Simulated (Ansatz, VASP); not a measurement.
## One calculation of BiTe, two programs

```
Bi Te
1.0
     2.54384    1.46869    3.40022
    -2.54384    1.46869    3.40022
     0.00000   -2.93738    3.40022
Bi Te
1 1
Direct
  0.50000 0.50000 0.50000
  0.00000 0.00000 0.00000
```

Change from the starting cell: strain +0.050 along x and y, +0.025 along z, atoms carried along.

Alike in both runs: task single point; functional PBE; k mesh 12 × 12 × 12; occupations gaussian, width 0.15 eV; no spin polarisation.

```csv
,VASP,Ansatz
version,VASP 6.6.1,Ansatz 0.2.0
potentials or method,"VASP PAW PBE potentials, release 64 (Bi_d, Te), cutoff 520 eV","scalar-relativistic, plane waves, PAW"
valence electrons in the cell,21,31
```

|  | VASP | Ansatz | Ansatz less VASP |
| --- | --- | --- | --- |
| gap on the k mesh at the Fermi level (eV) | none | none | - |
| pressure (GPa) | -4.6 | -4.6 | +0.04 |
| traceless stress, the component that is largest in VASP (GPa) | 1.29 | 1.29 | 0.000 |

A gap of «none» marks a metal or a gap that the smearing closes. VASP's potentials hold 21 valence electrons a cell and Ansatz's 31, so a difference there can come from the potentials and not from the codes.

Neither program's run includes spin-orbit coupling.
